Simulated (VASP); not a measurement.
Write the native input for VASP 6.6.1 that does the following.

```
Task                   : single point
Functional             : LDA
Potentials or basis    : VASP PAW LDA potentials, release 64 (Y_sv, N)
Cutoff                 : 600 eV
k mesh                 : 16 × 16 × 16
Occupations            : gaussian, width 0.1 eV
Spin                   : no spin polarisation
Dipole correction      : no
Further INCAR settings : ALGO = Normal; EDIFF = 1e-06; NBANDS = 15
```

The structure of YN lies in POSCAR:

```
YN
1.0
    0.0000000000      2.4099550854      2.4099550854
    2.4099550854      0.0000000000      2.4099550854
    2.4099550854      2.4099550854      0.0000000000
Y N
1 1
Direct
    0.0000000000      0.0000000000      0.0000000000
    0.5000000000      0.5000000000      0.5000000000
```

These files were run (other wordings do the same):

INCAR

```
ALGO = Normal ; EDIFF = 1E-6
ENCUT = 600 ; GGA = CA
GGA_COMPAT = False ; ISIF = 2
ISMEAR = 0 ; LASPH = True
LCHARG = True ; LELF = True
LREAL = False ; LVHAR = True
LWAVE = False ; NBANDS = 15
NELM = 120 ; PREC = Accurate
SIGMA = 0.1
```

KPOINTS

```
k-points
0
Gamma
  16 16 16
```

Potentials or basis: VASP PAW LDA potentials, release 64 (Y_sv, N).

Command:

```sh
$ cat potpaw_LDA.64/Y_sv/POTCAR potpaw_LDA.64/N/POTCAR > POTCAR
$ mpirun -np 1 vasp_std > vasp.out
```

It gave:

```
Pressure               : 0.1 GPa
Band gap on the k mesh : 0.01 eV (least direct gap 0.36 eV)
```

Caveat: the smearing spreads over this small gap; semilocal functionals underestimate gaps, and a narrow one can read as zero.

Run time: 32 s on 1 thread of Intel(R) Xeon(R) 6975P-C (Granite Rapids), with other jobs on the host, peak memory 0.23 GiB.
